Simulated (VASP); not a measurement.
# Pt2Cl (P1) in VASP: relaxation of cell and atoms with PBE

Aim: the relaxation of cell and atoms of Pt2Cl with PBE.

All numbers are computed with VASP 6.6.1; they aren't measurements. Logs are shortened: lines on timing, memory, paths and dates and some standing lists are left out, and cuts for length are marked.

**1. The cell of the first run**

The typed cell holds 6 atoms: a = 2.824 Å, b = 4.902 Å, c = 7.414 Å, α = 89.86°, β = 91.23°, γ = 89.67°.

**2. Relaxation of cell and atoms, PBE**

INCAR

```
SYSTEM = Pt2Cl
PREC = Accurate
ENCUT = 600
EDIFF = 1E-7
ISMEAR = 0
SIGMA = 0.2
LREAL = .False.
LASPH = .True.
NELM = 60
ALGO = Normal
ISIF = 3
LWAVE = .False.
LCHARG = .False.
GGA = PE
IBRION = 2
NSW = 80
EDIFFG = -0.025
```

KPOINTS

```
Automatic mesh
0
Gamma
  8 4 4
  0 0 0
```

POSCAR

```
Pt2Cl
1.0
    2.8237281010      0.0080489203     -0.0299990180
    0.0139411390      4.9017341128      0.0060145149
   -0.0799299174      0.0092521423      7.4138082663
Pt Cl
4 2
Direct
    0.4892981927      0.4947679871      0.3307484642
    0.0310089304      1.0081429598      0.3260994529
    0.9918031857     -0.0082110192      0.6703361454
    0.4724772765      0.5087984141      0.6773513687
    0.5061715398      0.5016212829     -0.0051812550
    0.0092408750     -0.0051196247      0.0006458238
```

Potentials or basis: VASP PAW PBE potentials, release 64 (Pt, Cl).

Command:

```
> cat potpaw_PBE.64/Pt/POTCAR potpaw_PBE.64/Cl/POTCAR > POTCAR
> mpirun -np 1 vasp_std > vasp.out
```

OUTCAR:

```text
SYSTEM = Pt2Cl
   PREC = Accurate
   ENCUT = 600
   EDIFF = 1E-7
   ISMEAR = 0
   LREAL = .False.
   LASPH = .True.
   NELM = 60
   ISIF = 3
   GGA = PE
   IBRION = 2
   NSW = 80
   EDIFFG = -0.025

 ion  position               nearest neighbor table
   1  0.489  0.495  0.331-   5 2.49   4 2.57   2 2.72   2 2.82   2 2.83   2 2.95
   2  0.031  0.008  0.326-   6 2.41   3 2.56   1 2.72   1 2.82   1 2.83   1 2.95
   3  0.992  0.992  0.670-   6 2.45   2 2.56   4 2.72   4 2.79   4 2.88   4 2.92
   4  0.472  0.509  0.677-   5 2.35   1 2.57   3 2.72   3 2.79   3 2.88   3 2.92
   5  0.506  0.502  0.995-   4 2.35   1 2.49
   6  0.009  0.995  0.001-   2 2.41   3 2.45

  LATTYP: Found a triclinic cell.
 ALAT       =    12.6487613404
 B/A-ratio  =     0.3875286675
 C/A-ratio  =     1.1980800528
 COS(alpha) =     0.0013329700
 COS(beta)  =     0.6232116354
 COS(gamma) =     0.7752216620

  Lattice vectors:

 A1 = (   2.8757757404,  -9.8046714476,  -7.4558363141)
 A2 = (  -0.0139411390,  -4.9017341128,  -0.0060145149)
 A3 = (   2.9835879358,  -0.0104553643, -14.8576155506)

Analysis of symmetry for initial positions (statically):
=====================================================================
 Subroutine PRICEL returns:
 Original cell was already a primitive cell.

 Routine SETGRP: Setting up the symmetry group for a
 triclinic supercell.

 Subroutine GETGRP returns: Found  1 space group operations
 (whereof  1 operations were pure point group operations)
 out of a pool of  2 trial point group operations.

The static configuration has the point symmetry C_1 .

Analysis of symmetry for dynamics (positions and initial velocities):
=====================================================================
 Subroutine PRICEL returns:
 Original cell was already a primitive cell.

 Routine SETGRP: Setting up the symmetry group for a
 triclinic supercell.

 Subroutine GETGRP returns: Found  1 space group operations
 (whereof  1 operations were pure point group operations)
 out of a pool of  2 trial point group operations.

The dynamic configuration has the point symmetry C_1 .

 Subroutine INISYM returns: Found  1 space group operations
 (whereof  1 operations are pure point group operations),
 and found     1 'primitive' translations

----------------------------------------------------------------------------------------

                                     Primitive cell

  volume of cell :     102.6030

  direct lattice vectors                    reciprocal lattice vectors
     2.823728101  0.008048920 -0.029999018     0.354185212 -0.001012034  0.003819813
     0.013941139  4.901734113  0.006014515    -0.000584298  0.204011416 -0.000260898
    -0.079929917  0.009252142  7.413808266     0.001433639 -0.000169601  0.134899113

  length of vectors
     2.823898921  4.901757628  7.414244898     0.354207255  0.204012419  0.134906837

  position of ions in fractional coordinates (direct lattice)
     0.489298193  0.494767987  0.330748464
     0.031008930  0.008142960  0.326099453
     0.991803186  0.991788981  0.670336145
     0.472477277  0.508798414  0.677351369
     0.506171540  0.501621283  0.994818745
     0.009240875  0.994880375  0.000645824

  ion indices of the primitive-cell ions
   primitive index   ion index
                 1           1
                 2           2
                 3           3
                 4           4
                 5           5
                 6           6

----------------------------------------------------------------------------------------

 KPOINTS: Automatic mesh

Automatic generation of k-mesh.
 Grid dimensions read from file:
 generate k-points for:    8    4    4

 Generating k-lattice:

  Cartesian coordinates                     Fractional coordinates (reciprocal lattice)
     0.044273152 -0.000126504  0.000477477     0.125000000  0.000000000  0.000000000
    -0.000146074  0.051002854 -0.000065224    -0.000000000  0.250000000 -0.000000000
     0.000358410 -0.000042400  0.033724778    -0.000000000  0.000000000  0.250000000

  Length of vectors
     0.044275907  0.051003105  0.033726709

  Shift w.r.t. Gamma in fractional coordinates (k-lattice)
     0.000000000  0.000000000  0.000000000

 Subroutine IBZKPT returns following result:
 ===========================================

 Found     68 irreducible k-points:

 Following reciprocal coordinates:
            Coordinates               Weight
  0.000000  0.000000  0.000000      1.000000
  0.125000  0.000000  0.000000      2.000000
  0.250000  0.000000  0.000000      2.000000
  0.375000  0.000000  0.000000      2.000000
  0.500000  0.000000  0.000000      1.000000
  0.000000  0.250000 -0.000000      2.000000
[... 16 lines left out ...]
  0.500000  0.000000  0.250000      2.000000
 -0.375000  0.000000  0.250000      2.000000
 [... further k-points ...]
   k-points           NKPTS =     68   k-points in BZ     NKDIM =     68   number of bands    NBANDS=     32
   number of dos      NEDOS =    301   number of ions     NIONS =      6
   total plane-waves  NPLWV =  57600
   dimension x,y,z NGX =    24 NGY =   40 NGZ =   60
   dimension x,y,z NGXF=    48 NGYF=   80 NGZF=  120
   ions per type =               4   2
   NGX,Y,Z   is equivalent  to a cutoff of  14.13, 13.57, 13.45 a.u.
   NGXF,Y,Z  is equivalent  to a cutoff of  28.26, 27.13, 26.91 a.u.
 SYSTEM =  Pt2Cl
   PREC   = accura    normal or accurate (medium, high low for compatibility)
   ISTART =      0    job   : 0-new  1-cont  2-samecut
   ICHARG =      2    charge: 1-file 2-atom 10-const
   ISPIN  =      1    spin polarized calculation?
   LNONCOLLINEAR =      F non collinear calculations
   LSORBIT =      F    spin-orbit coupling
   LASPH  =      T    aspherical Exc in radial PAW
   ENCUT  =  600.0 eV  44.10 Ry    6.64 a.u.   5.64  9.79 14.81*2*pi/ulx,y,z
   NELM   =     60;   NELMIN=  2; NELMDL= -5     # of ELM steps
   EDIFF  = 0.1E-06   stopping-criterion for ELM
   LREAL  =      F    real-space projection
   EDIFFG = -.3E-01   stopping-criterion for IOM
   NSW    =     80    number of steps for IOM
   IBRION =      2    ionic relax: 0-MD 1-quasi-New 2-CG
   NFREE  =      1    steps in history (QN), initial steepest desc. (CG)
   ISIF   =      3    stress and relaxation
   ISYM   =      2    0-nonsym 1-usesym 2-fastsym
   POTIM  = 0.5000    time-step for ionic-motion
   TEBEG  =    0.0;   TEEND  =   0.0 temperature during run
   PSTRESS=    0.0 pullay stress
   NELECT =      54.0000    total number of electrons
   NUPDOWN=      -1.0000    fix difference up-down
   EMIN   =  10.00;   EMAX   =-10.00  energy-range for DOS
   EFERMI =   0.00;   METHOD = LEGACY
   ISMEAR =     0;   SIGMA  =   0.20  broadening in eV -4-tet -1-fermi 0-gaus
   EFERMI_NEDOS =   21; number of points for ismear=-14 and -15
   IALGO  =     38    algorithm
   IMIX   =      4    mixing-type and parameters
     AMIX     =   0.40;   BMIX     =  1.00
     AMIX_MAG =   1.60;   BMIX_MAG =  1.00
  volume/ion in A,a.u.               =      17.10       115.40
  Fermi-wavevector in a.u.,A,eV,Ry     =   1.321760  2.497765 23.770067  1.747051
  Thomas-Fermi vector in A             =   2.451491
   LORBIT       =      0    0 simple, 1 ext, 2 COOP (PROOUT), +10 PAW based schemes
   GGA     = PE    functional components
   LHFCALC =     F    Hartree Fock is set to
   AEXX    =    0.0000 exact exchange contribution
   IVDW    =     0    specifies the selected vdW correction
   LEPSILON=     F    determine dielectric tensor
   LRPA    =     F    only Hartree local field effects (RPA)
 conjugate gradient relaxation of ions
 non-spin polarized calculation
 Gauss-broadening in eV      SIGMA  =   0.20
  energy-cutoff  :      600.00
  volume of cell :      102.60
 maximum number of plane-waves:      3450
   NGX = 11   NGY = 19   NGZ = 29

--------------------------------------- Ionic step        1  -------------------------------------------

 number of electron      54.0000002 magnetization

 Free energy of the ion-electron system (eV)
  ---------------------------------------------------
  ext. energy  EPLUGINS =         0.00000000
  ---------------------------------------------------
  free energy    TOTEN  =       -26.56429551 eV

  energy without entropy =      -26.43090939  energy(sigma->0) =      -26.49760245

------------------------ aborting loop because EDIFF is reached ----------------------------------------

  FORCE on cell =-STRESS in cart. coord.  units (eV):
  Direction    XX          YY          ZZ          XY          YZ          ZX
  --------------------------------------------------------------------------------------
  -------------------------------------------------------------------------------------
  Total       -0.7745188     -1.5582014      0.3210415     -0.1478192     -0.0822273      0.2698098
  in kB      -12.0943498    -24.3317953      5.0131615     -2.3082429     -1.2840051      4.2131638
  external PRESSURE =     -10.4709945 kB  Pullay stress =       0.0000000 kB
[... 101 lines left out ...]
  FREE ENERGIE OF THE ION-ELECTRON SYSTEM (eV)
  ---------------------------------------------------
  free  energy   TOTEN  =       -26.6648108299 eV

  energy  without entropy=      -26.5398148740  energy(sigma->0) =      -26.60231285

[... ionic steps 4 to 13 ...]

--------------------------------------- Ionic step       14  -------------------------------------------

 number of electron      53.9999997 magnetization

------------------------ aborting loop because EDIFF is reached ----------------------------------------
[... 75 lines left out ...]
--------------------------------------- Ionic step       16  -------------------------------------------

 number of electron      53.9999997 magnetization

 Free energy of the ion-electron system (eV)
  ---------------------------------------------------
  ext. energy  EPLUGINS =         0.00000000
  ---------------------------------------------------
  free energy    TOTEN  =       -26.69595412 eV

  energy without entropy =      -26.56781380  energy(sigma->0) =      -26.63188396

 E-fermi :   7.9341     XC(G=0): -12.0342

 val. band max:        7.9183008520   @ k =   0.5000   0.5000   0.5000
 cond. band min:       7.9592770808   @ k =   0.0000   0.2500   0.5000
 fundamental gap:      0.0409762288
 Fermi energy:         7.9340597320

 k-point     1 :       0.0000    0.0000    0.0000
  band No.  band energies     occupation
      1      -9.3062      2.00000
      2      -7.0431      2.00000
      3       0.3338      2.00000
      4       0.4059      2.00000
      5       1.0528      2.00000
      6       2.1412      2.00000
[... 829 lines left out ...]
     31      12.1848      0.00000
     32      13.8512      0.00000

 [... further k-points ...]

------------------------ aborting loop because EDIFF is reached ----------------------------------------

  FORCE on cell =-STRESS in cart. coord.  units (eV):
  Direction    XX          YY          ZZ          XY          YZ          ZX
  --------------------------------------------------------------------------------------
  -------------------------------------------------------------------------------------
  Total       -0.0399757     -0.0307989     -0.0512988      0.0007327     -0.0022102     -0.0025090
  in kB       -0.6311884     -0.4862932     -0.8099718      0.0115693     -0.0348975     -0.0396159
  external PRESSURE =      -0.6424845 kB  Pullay stress =       0.0000000 kB
[... 21 lines left out ...]
  FREE ENERGIE OF THE ION-ELECTRON SYSTEM (eV)
  ---------------------------------------------------
  free  energy   TOTEN  =       -26.6959541218 eV

  energy  without entropy=      -26.5678137987  energy(sigma->0) =      -26.63188396

 reached required accuracy - stopping structural energy minimisation
```

Run time: 20 min. Hardware: 1 thread of Intel Xeon 6975P-C (Granite Rapids), shared host; peak memory 0.39 GiB.

Results:

```yaml
Free_energy: -26.6960 eV
Relaxed_volume: 16.91 Å³/atom
Relaxed_cell: a = 2.815 Å, b = 4.830 Å, c = 7.462 Å, α = 89.99°, β = 89.99°, γ = 90.00°
Space_group_after_relaxing_to_0.1_Å: P6/mmm (No. 191)
Energy_gained_by_relaxing: 21.9 meV/atom
Ionic_steps: 16
Pressure_after_relaxing: -0.1 GPa
Largest_force_after_relaxing: 0.014 eV/Å
Band_gap_on_the_k_mesh: zero (bands 27 and 28 overlap by 2.88 eV)
```

Forces in eV/Å, atoms in the order of the input:
```
Pt   0.011 -0.007  0.005
Pt   0.002  0.004  0.013
Pt   0.008 -0.009 -0.003
Pt  -0.003  0.006 -0.009
Cl  -0.012  0.004  0.001
Cl  -0.006  0.002 -0.006
```

Step by step:
| step | energy change (eV) | largest force (eV/Å) | pressure (GPa) | volume (Å³) |
| --- | --- | --- | --- | --- |
| 1 | 0.0000 | 1.0435 | -1.05 | 102.60 |
| 2 | -0.0957 | 0.4330 | 1.00 | 100.95 |
| 3 | -0.1005 | 0.4073 | 1.74 | 100.49 |
| 4 | -0.1090 | 0.2349 | -1.88 | 102.71 |
| 5 | -0.1160 | 0.2514 | -0.49 | 101.80 |
| 6 | -0.1249 | 0.1553 | -0.19 | 101.59 |
| 7 | -0.1272 | 0.1407 | 0.10 | 101.41 |
| 8 | -0.1297 | 0.0912 | -0.15 | 101.50 |
| 9 | -0.1298 | 0.0919 | -0.17 | 101.51 |
| 10 | -0.1305 | 0.0610 | 0.31 | 101.23 |
| 11 | -0.1305 | 0.0563 | 0.25 | 101.27 |
| 12 | -0.1312 | 0.0406 | -0.02 | 101.46 |
| 13 | -0.1312 | 0.0420 | -0.09 | 101.52 |
| 14 | -0.1315 | 0.0315 | 0.01 | 101.43 |
| 15 | -0.1316 | 0.0299 | 0.07 | 101.39 |
| 16 | -0.1317 | 0.0138 | -0.06 | 101.47 |

Final structure:
```yaml
crystal:
  lattice:
    - [2.81529, -0.00004, 0.00011]
    - [0.00005, 4.83038, 0.00027]
    - [0.00055, 0.00044, 7.46178]
  atoms:
    - { symbol: Pt, position: [0.49842, 0.50031, 0.32978] }
    - { symbol: Pt, position: [0.99869, 0.00018, 0.32969] }
    - { symbol: Pt, position: [0.99870, 0.00035, 0.67015] }
    - { symbol: Pt, position: [0.49921, 0.50017, 0.67023] }
    - { symbol: Cl, position: [0.50276, 0.49948, 0.99991] }
    - { symbol: Cl, position: [0.00223, 0.99951, 0.00024] }
```

Levels at points of the mesh, in eV from the Fermi level:
```
           k point  band 24  band 25  band 26  band 27  band 28  band 29  band 30  band 31
(0.00, 0.00, 0.00)    -0.36     0.40     0.53     0.64     0.71     1.74     1.81     2.62
(0.50, 0.00, 0.00)    -1.98    -1.43    -1.43     1.41     1.41     2.38     2.38     5.34
(0.00, 0.50, 0.00)    -1.47    -1.37    -1.37    -0.64    -0.64    -0.15    -0.15     4.43
(0.50, 0.50, 0.00)     0.37     0.50     0.50     1.68     1.68     1.79     1.79     3.44
(0.00, 0.00, 0.50)    -0.08    -0.04     0.08     0.40     0.53     0.75     0.92     0.97
(0.50, 0.00, 0.50)    -1.08    -0.81    -0.81     0.14     0.14     2.24     2.24     4.09
(0.00, 0.50, 0.50)    -1.36    -1.22    -1.22    -1.20    -1.20     0.33     0.33     0.89
(0.50, 0.50, 0.50)     0.07     0.37     0.37     0.50     0.50     0.69     0.69     4.15
```

Caveat: spin-orbit coupling is left out, which moves the levels of the heavy elements.

The gap in the log of VASP goes by the Fermi energy; the results here count the filled bands.